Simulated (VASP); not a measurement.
Crystal: Bi2Se3.

```xyz
5
Lattice="2.0715 1.1960 9.5453 -2.0715 1.1960 9.5453 0.0000 -2.3920 9.5453" Properties=species:S:1:pos:R:3 pbc="T T T"
Bi    0.0000    0.0000   17.1587
Bi    0.0000    0.0000   11.4773
Se    0.0000    0.0000   22.5738
Se    0.0000    0.0000    6.0622
Se    0.0000    0.0000    0.0000
```

Base run:

- Program: VASP 6.6.1
- Functional: revPBE
- Potentials or basis: VASP PAW PBE potentials, release 64 (Bi_d, Se)
- Cutoff: 520 eV
- k mesh: 8 × 8 × 8
- Occupations: fermi-dirac, width 0.05 eV
- Spin: no spin polarisation

Its results: band gap on the k mesh 0.27 eV; pressure 3.8 GPa; largest force 0.170 eV/Å.

Question: The run is repeated on the same cell with these changes: functional from revPBE to RPBE. What comes out?

Answer: Band gap on the k mesh 0.29 eV; pressure 4.2 GPa; largest force 0.170 eV/Å.

Caveats: the cell stands under pressure; the PAW data sets were made with another functional, which shifts forces and pressure a little; spin-orbit coupling is left out, which moves the levels of the heavy elements.

A k mesh can miss the band edges.
